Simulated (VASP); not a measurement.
A run of VASP 6.6.1 is set up as follows.

File INCAR:

```
PREC = Accurate ; ENCUT = 520
EDIFF = 1E-6 ; ISMEAR = 0
SIGMA = 0.02 ; LREAL = Auto
LASPH = True ; NELM = 100
ALGO = Normal ; ISIF = 2
LWAVE = False ; LCHARG = True
GGA = PE ; LELF = True
LVHAR = True ; NBANDS = 48
```

Contents of KPOINTS:

```
Automatic mesh
0
Gamma
  2 2 2
```

Contents of POSCAR:

```
Si
1.0
    0.0000000000      5.4300000000      5.4300000000
    5.4300000000      0.0000000000      5.4300000000
    5.4300000000      5.4300000000      0.0000000000
Si
17
Direct
   -0.0007397790     -0.0003174954     -0.0000515654
    0.1224689687      0.1224697053      0.1224687845
   -0.0030634438     -0.0031146409      0.5029113260
    0.1228716390      0.1228766114      0.6313821363
   -0.0030379374      0.5028598527     -0.0031206262
    0.1229619705      0.6311048803      0.1229697053
   -0.0029395948      0.5030025783      0.5030858195
    0.1264104052      0.6245111418      0.6245186924
    0.5027817680     -0.0030528545     -0.0030841621
    0.6306639042      0.1231104972      0.1231134438
    0.5029334254     -0.0029625230      0.5031503683
    0.6245382136      0.1263162983      0.6245542357
    0.5029744015      0.5031081031     -0.0029771639
    0.6245617864      0.6245704420      0.1262571823
    0.5001278085      0.5000543278      0.5000081031
    0.6246616022      0.6246671271      0.6246708103
    0.2492457643      0.2496621547      0.2499302947
```

Potentials or basis: VASP PAW PBE potentials, release 64 (Si).

Launch:

```console
$ cat potpaw_PBE.64/Si/POTCAR > POTCAR
$ mpirun -np 1 vasp_std > vasp.out
```

**Question.** Predict the pressure.

**Answer.** 5.3 GPa.

**Question.** Estimate the band gap on the k mesh.

**Answer.** Zero (bands 34 and 35 overlap by 0.25 eV).

**Question.** Estimate the largest force.

**Answer.** 0.018 eV/Å.

Forces on the atoms (eV/Å):
```
Si   0.000  0.000  0.000
Si   0.012  0.010  0.008
Si   0.000 -0.001  0.011
Si  -0.003 -0.005 -0.005
Si   0.001  0.011 -0.002
Si   0.000 -0.007 -0.003
Si  -0.011 -0.003 -0.003
Si   0.000  0.004  0.005
Si   0.011  0.000  0.000
Si  -0.009  0.003  0.002
Si  -0.002 -0.012 -0.003
Si   0.005  0.000  0.007
Si  -0.001 -0.002 -0.012
Si   0.006  0.008  0.000
Si   0.000  0.001  0.001
Si  -0.008 -0.006 -0.005
Si   0.000 -0.001 -0.003
```

Caveat: the k points lie up to 0.50 Å⁻¹ apart.
